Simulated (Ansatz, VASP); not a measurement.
# One calculation of TaN, two programs

Contents of INCAR:

```
PREC = Accurate
ENCUT = 520
EDIFF = 1E-6
ISMEAR = 0
SIGMA = 0.15
LREAL = F
LASPH = T
NELM = 80
ALGO = Normal
ISIF = 2
LWAVE = F
LCHARG = T
GGA = PE
LELF = T
LVHAR = T
NBANDS = 24
```

KPOINTS

```
regular mesh
0
Gamma
  18 18 8
```

Contents of POSCAR:

```
TaN
1.0
    3.1068547979      0.0000000000      0.0000000000
   -1.5534273990      2.6906151808      0.0000000000
    0.0000000000      0.0000000000      5.7784392386
Ta N
2 2
Direct
    0.3333333333      0.6666666667      0.0304880884
    0.6666666667      0.3333333333      0.5304880884
    0.3333333333      0.6666666667      0.3545119116
    0.6666666667      0.3333333333      0.8545119116
```

Input for Ansatz:

```yaml
crystal:
  lattice:
    - [3.1068547979, 0.0, 0.0]
    - [-1.553427399, 2.6906151808, 0.0]
    - [0.0, 0.0, 5.7784392386]
  atoms:
    - { symbol: Ta, position: [0.3333333333, 0.6666666667, 0.0304880884] }
    - { symbol: Ta, position: [0.6666666667, 0.3333333333, 0.5304880884] }
    - { symbol: "N", position: [0.3333333333, 0.6666666667, 0.3545119116] }
    - { symbol: "N", position: [0.6666666667, 0.3333333333, 0.8545119116] }
basis:
  ecutwfc: 520.0
kpoints:
  mp_grid: { grid: [18, 18, 8] }
hamiltonian:
  xc: pbe
  pseudopotentials: { kind: paw, azcp: { folder: soft_1 } }
scf:
  occupations: { method: gaussian, width: 0.15 }
output:
  forces: true
  stress: true
  eigenvalues: true
  write_density: true
  write_potential: true
  elf: true
  volumetric_format: npy
```

Alike in both runs: task single point; functional PBE; k mesh 18 × 18 × 8; occupations gaussian, width 0.15 eV; no spin polarisation.

|  | VASP | Ansatz |
| --- | --- | --- |
| version | VASP 6.6.1 | Ansatz 0.2.0 |
| potentials or method | VASP PAW PBE potentials, release 64 (Ta_pv, N), cutoff 520 eV | scalar-relativistic, plane waves, PAW |
| valence electrons in the cell | 32 | 36 |

```tsv
	VASP	Ansatz	Ansatz less VASP
gap on the k mesh at the Fermi level (eV)	none	none	-
rms of the force components (eV/Å)	0.821	0.782	-0.0392
```

Atom by atom the forces differ by 0.039 eV/Å (rms over components). A gap of «none» marks a metal or a gap that the smearing closes. VASP's potentials hold 32 valence electrons a cell and Ansatz's 36, so a difference there can come from the potentials and not from the codes.

Neither program's run includes spin-orbit coupling.
